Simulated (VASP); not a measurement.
Wanted: the native input for a VASP 6.6.1 run.

```
Task                   : single point
Functional             : r2SCAN
Potentials or basis    : VASP PAW PBE potentials, release 64 (C)
Cutoff                 : 660 eV
k mesh                 : 8 × 8 × 8
Occupations            : gaussian, width 0.1 eV
Spin                   : no spin polarisation
Dipole correction      : no
Further INCAR settings : ALGO = Normal; EDIFF = 1e-06; NBANDS = 11
```

Crystal: C.

```
C
1.0
     0.00000    1.78340    1.78340
     1.78340    0.00000    1.78340
     1.78340    1.78340    0.00000
C
2
Direct
  0.50000 0.50000 0.50000
  0.75000 0.75000 0.75000
```

One way to write it, as run:

POSCAR

```
C
1.0
    0.0000000000      1.7834000000      1.7834000000
    1.7834000000      0.0000000000      1.7834000000
    1.7834000000      1.7834000000      0.0000000000
C
2
Direct
    0.5000000000      0.5000000000      0.5000000000
    0.7500000000      0.7500000000      0.7500000000
```

INCAR.step1

```
SYSTEM = C
  PREC = Accurate
  ENCUT = 660
  ISMEAR = 0
  SIGMA = 0.1
  LREAL = .FALSE.
  LASPH = .TRUE.
  NELM = 120
  NBANDS = 11
  GGA = PE
  ALGO = Normal
  EDIFF = 1E-5
  LWAVE = .TRUE.
  LCHARG = .FALSE.
  GGA_COMPAT = .FALSE.
```

INCAR.step2

```
SYSTEM = C
  PREC = Accurate
  ENCUT = 660
  EDIFF = 1E-6
  ISMEAR = 0
  SIGMA = 0.1
  LREAL = .FALSE.
  LASPH = .TRUE.
  NELM = 120
  ALGO = Normal
  ISIF = 2
  LWAVE = .FALSE.
  LCHARG = .FALSE.
  METAGGA = R2SCAN
  LMIXTAU = .TRUE.
  NBANDS = 11
  ISTART = 1
  GGA_COMPAT = .FALSE.
```

KPOINTS

```
regular mesh
0
G
  8 8 8
  0 0 0
```

Potentials or basis: VASP PAW PBE potentials, release 64 (C).

Launch:

```bash
$ cat potpaw_PBE.64/C/POTCAR > POTCAR
$ cp INCAR.step1 INCAR
$ mpirun -np 1 vasp_std > vasp.out
$ cp INCAR.step2 INCAR
$ mpirun -np 1 vasp_std > vasp.out
```

It gave:

```json
{"Pressure": "-2.3 GPa", "Band gap on the k mesh": "4.33 eV, indirect (least direct gap 5.84 eV)"}
```

Caveat: the PAW data sets were made with another functional, which shifts forces and pressure a little.

Run time: 13 s on 1 thread of Intel(R) Xeon(R) Platinum 8559C (Emerald Rapids), with other jobs on the host, peak memory 0.13 GiB.
